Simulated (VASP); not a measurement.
# Hg (C2/m) in VASP: single point with PBE

Aim: the single point of Hg with PBE.

All numbers are computed with VASP 6.6.1; they aren't measurements. Logs are shortened: lines on timing, memory, paths and dates and some standing lists are left out, and cuts for length are marked.

## Step 1: The cell of the first run

The structure is monoclinic, space group C2/m (No. 12). The conventional cell has a = 4.468 Å, b = 4.092 Å, c = 3.060 Å, α = 90.00°, β = 96.54°, γ = 90.00°. Within 4.2 Å of Hg (site symmetry 2/m) lie 12 Hg at 3.03 to 4.12 Å.

## Step 2: Single point, PBE

INCAR reads:

```
SYSTEM = Hg
  ALGO = Normal
  EDIFF = 1E-6
  ENCUT = 550
  GGA = PE
  GGA_COMPAT = .False.
  ISIF = 2
  ISMEAR = -5
  LASPH = .True.
  LCHARG = .True.
  LELF = .True.
  LREAL = .False.
  LVHAR = .True.
  LWAVE = .False.
  NBANDS = 16
  NELM = 120
  PREC = Accurate
  SIGMA = 0.1
```

KPOINTS reads:

```
k-points
0
Gamma
  2 2 2
  0 0 0
```

POSCAR reads:

```
Hg
1.0
    2.2339762741     -2.0458582601      0.0000000000
    2.2339762741      2.0458582601      0.0000000000
   -0.3487351701      0.0000000000      3.0398006871
Hg
1
Direct
    0.5000000000      0.5000000000      0.5000000000
```

Potentials or basis: VASP PAW PBE potentials, release 64 (Hg_sv_GW).

Launch:

```sh
$ cat potpaw_PBE.64/Hg_sv_GW/POTCAR > POTCAR
$ mpirun -np 1 vasp_std > vasp.out
```

OUTCAR:

```text
SYSTEM = Hg
   EDIFF = 1E-6
   ENCUT = 550
   GGA = PE
   ISIF = 2
   ISMEAR = -5
   LASPH = .True.
   LREAL = .False.
   NELM = 120
   PREC = Accurate

 ion  position               nearest neighbor table
   1  0.500  0.500  0.500-

  LATTYP: Found a base centered monoclinic cell.
 ALAT       =     4.4679525482
 B/A-ratio  =     0.9157922955
 C/A-ratio  =     0.6848191074
 COS(beta)  =    -0.1139754530

  Lattice vectors:

 A1 = (   2.2339762741,  -2.0458582601,   0.0000000000)
 A2 = (   2.2339762741,   2.0458582601,   0.0000000000)
 A3 = (  -0.3487351701,   0.0000000000,   3.0398006871)

Analysis of symmetry for initial positions (statically):
=====================================================================
 Subroutine PRICEL returns:
 Original cell was already a primitive cell.

 Routine SETGRP: Setting up the symmetry group for a
 base centered monoclinic supercell.

 Subroutine GETGRP returns: Found  4 space group operations
 (whereof  4 operations were pure point group operations)
 out of a pool of  4 trial point group operations.

The static configuration has the point symmetry C_2h.

Analysis of symmetry for dynamics (positions and initial velocities):
=====================================================================
 Subroutine PRICEL returns:
 Original cell was already a primitive cell.

 Routine SETGRP: Setting up the symmetry group for a
 base centered monoclinic supercell.

 Subroutine GETGRP returns: Found  4 space group operations
 (whereof  4 operations were pure point group operations)
 out of a pool of  4 trial point group operations.

The dynamic configuration has the point symmetry C_2h.

 Subroutine INISYM returns: Found  4 space group operations
 (whereof  4 operations are pure point group operations),
 and found     1 'primitive' translations

----------------------------------------------------------------------------------------

                                     Primitive cell

  volume of cell :      27.7862

  direct lattice vectors                    reciprocal lattice vectors
     2.233976274 -2.045858260  0.000000000     0.223816164 -0.244396208  0.025676870
     2.233976274  2.045858260  0.000000000     0.223816164  0.244396208  0.025676870
    -0.348735170  0.000000000  3.039800687     0.000000000  0.000000000  0.328968937

  length of vectors
     3.029222015  3.029222015  3.059739276     0.332389054  0.332389054  0.328968937

  position of ions in fractional coordinates (direct lattice)
[... 58 lines left out ...]
   ENCUT  =  550.0 eV  40.42 Ry    6.36 a.u.   5.79  5.79  5.85*2*pi/ulx,y,z
   NELM   =    120;   NELMIN=  2; NELMDL= -5     # of ELM steps
   EDIFF  = 0.1E-05   stopping-criterion for ELM
   LREAL  =      F    real-space projection
   EDIFFG = 0.1E-04   stopping-criterion for IOM
   NSW    =      0    number of steps for IOM
   IBRION =     -1    ionic relax: 0-MD 1-quasi-New 2-CG
   NFREE  =      0    steps in history (QN), initial steepest desc. (CG)
   ISIF   =      2    stress and relaxation
   ISYM   =      2    0-nonsym 1-usesym 2-fastsym
   POTIM  = 0.5000    time-step for ionic-motion
   TEBEG  =    0.0;   TEEND  =   0.0 temperature during run
   PSTRESS=    0.0 pullay stress
   NELECT =      20.0000    total number of electrons
   NUPDOWN=      -1.0000    fix difference up-down
   EMIN   =  10.00;   EMAX   =-10.00  energy-range for DOS
   EFERMI =   0.00;   METHOD = LEGACY
   ISMEAR =    -5;   SIGMA  =   0.10  broadening in eV -4-tet -1-fermi 0-gaus
   EFERMI_NEDOS =   21; number of points for ismear=-14 and -15
   IALGO  =     38    algorithm
   IMIX   =      4    mixing-type and parameters
     AMIX     =   0.40;   BMIX     =  1.00
     AMIX_MAG =   1.60;   BMIX_MAG =  1.00
  volume/ion in A,a.u.               =      27.79       187.51
  Fermi-wavevector in a.u.,A,eV,Ry     =   1.467152  2.772515 29.287015  2.152535
  Thomas-Fermi vector in A             =   2.582804
   LORBIT       =      0    0 simple, 1 ext, 2 COOP (PROOUT), +10 PAW based schemes
   GGA     = PE    functional components
   LHFCALC =     F    Hartree Fock is set to
   AEXX    =    0.0000 exact exchange contribution
   IVDW    =     0    specifies the selected vdW correction
   LEPSILON=     F    determine dielectric tensor
   LRPA    =     F    only Hartree local field effects (RPA)
 non-spin polarized calculation
 Fermi weights with tetrahedron method with Bloechl corrections
  energy-cutoff  :      550.00
  volume of cell :       27.79
 maximum number of plane-waves:       820
 NGX is ok and might be reduce to    24
   NGX = 11   NGY = 11   NGZ = 11

 number of electron      19.9999996 magnetization

 Free energy of the ion-electron system (eV)
  ---------------------------------------------------
  ext. energy  EPLUGINS =         0.00000000
  ---------------------------------------------------
  free energy    TOTEN  =         0.71021235 eV

  energy without entropy =        0.71021235  energy(sigma->0) =        0.71021235

 E-fermi :   4.5445     XC(G=0): -10.2607

 val. band max:        5.2109646308   @ k =   0.5000   0.5000   0.0000
 cond. band min:       5.4857185113   @ k =   0.5000   0.0000   0.5000
 fundamental gap:      0.2747538804
 Fermi energy:         4.5444665339

 k-point     1 :       0.0000    0.0000    0.0000
  band No.  band energies     occupation
      1    -109.7936      2.00000
      2     -58.1993      2.00000
      3     -58.1620      2.00000
      4     -58.1508      2.00000
      5      -3.6141      2.00000
      6      -3.0039      2.00000
[... 91 lines left out ...]
      3     -58.1947      2.00000
      4     -58.1939      2.00000
      5      -2.6573      2.00000
      6      -2.4897      2.00000
[... 8 lines left out ...]
     15      14.9286      0.00000
     16      16.2427      0.00000

------------------------ aborting loop because EDIFF is reached ----------------------------------------

  FORCE on cell =-STRESS in cart. coord.  units (eV):
  Direction    XX          YY          ZZ          XY          YZ          ZX
  --------------------------------------------------------------------------------------
  -------------------------------------------------------------------------------------
  Total        4.2518159      3.7854517      0.7311391      0.0000000      0.0000000     -0.2674351
  in kB      245.1635126    218.2725336     42.1581354      0.0000000      0.0000000    -15.4205454
  external PRESSURE =     168.5313939 kB  Pullay stress =       0.0000000 kB

 VOLUME and BASIS-vectors are now :
 -----------------------------------------------------------------------------
  energy-cutoff  :      550.00
  volume of cell :       27.79
      direct lattice vectors                 reciprocal lattice vectors
     2.233976274 -2.045858260  0.000000000     0.223816164 -0.244396208  0.025676870
     2.233976274  2.045858260  0.000000000     0.223816164  0.244396208  0.025676870
    -0.348735170  0.000000000  3.039800687     0.000000000  0.000000000  0.328968937

 POSITION                                       TOTAL-FORCE (eV/Angst)
 -----------------------------------------------------------------------------------
      2.05961      0.00000      1.51990         0.000000     -0.000000      0.000000
 -----------------------------------------------------------------------------------
    total drift:                                0.000000     -0.000000     -0.000000

  FREE ENERGIE OF THE ION-ELECTRON SYSTEM (eV)
  ---------------------------------------------------
  free  energy   TOTEN  =         0.7102123543 eV

  energy  without entropy=        0.7102123543  energy(sigma->0) =        0.71021235
```

OSZICAR:

```text
N       E                     dE             d eps       ncg     rms          rms(c)
DAV:   1     0.323418100972E+03    0.32342E+03   -0.14365E+04   208   0.165E+03
DAV:   2     0.256968229673E+02   -0.29772E+03   -0.27537E+03   192   0.636E+02
DAV:   3     0.149038277032E+01   -0.24206E+02   -0.24161E+02   304   0.173E+02
DAV:   4     0.743400512504E+00   -0.74698E+00   -0.74725E+00   208   0.311E+01
DAV:   5     0.724349236506E+00   -0.19051E-01   -0.19056E-01   320   0.537E+00    0.148E+01
DAV:   6     0.714678010766E+00   -0.96712E-02   -0.62961E-03   216   0.166E+00    0.897E+00
DAV:   7     0.709721519320E+00   -0.49565E-02   -0.38004E-03   280   0.116E+00    0.191E-01
DAV:   8     0.710633489302E+00    0.91197E-03   -0.22913E-04   288   0.273E-01    0.874E-02
DAV:   9     0.710157167067E+00   -0.47632E-03   -0.48498E-05   224   0.889E-02    0.179E-02
DAV:  10     0.710188867669E+00    0.31701E-04   -0.32920E-06   256   0.225E-02    0.564E-03
DAV:  11     0.710203575942E+00    0.14708E-04   -0.31507E-08   200   0.950E-03    0.181E-03
DAV:  12     0.710209454054E+00    0.58781E-05   -0.39668E-08   160   0.444E-03    0.114E-03
DAV:  13     0.710211954882E+00    0.25008E-05   -0.71392E-09   152   0.325E-03    0.267E-04
DAV:  14     0.710212354322E+00    0.39944E-06   -0.11184E-08   160   0.216E-03
   1 F= 0.71021235E+00 E0= 0.71021235E+00  d E =0.000000E+00
```

It took 4 s on 1 thread of Intel Xeon Platinum 8375C at 2.90GHz (Ice Lake), shared host; peak memory 0.14 GiB.

What came out:

```yaml
Free_energy: 0.7102 eV
Pressure: 16.9 GPa
Band_gap_on_the_k_mesh: zero (bands 10 and 11 overlap by 4.96 eV)
```

Stress tensor (GPa, compression positive):
```
24.52  0.00 -1.54
 0.00 21.83  0.00
-1.54  0.00  4.22
```

Caveat: the k points lie up to 1.04 Å⁻¹ apart, too coarse for converged energies and pressures of a metal; spin-orbit coupling is left out, which moves the levels of the heavy elements; tetrahedron occupations give inexact forces and stress in metals.

The gap in the log of VASP goes by the Fermi energy; the results here count the filled bands.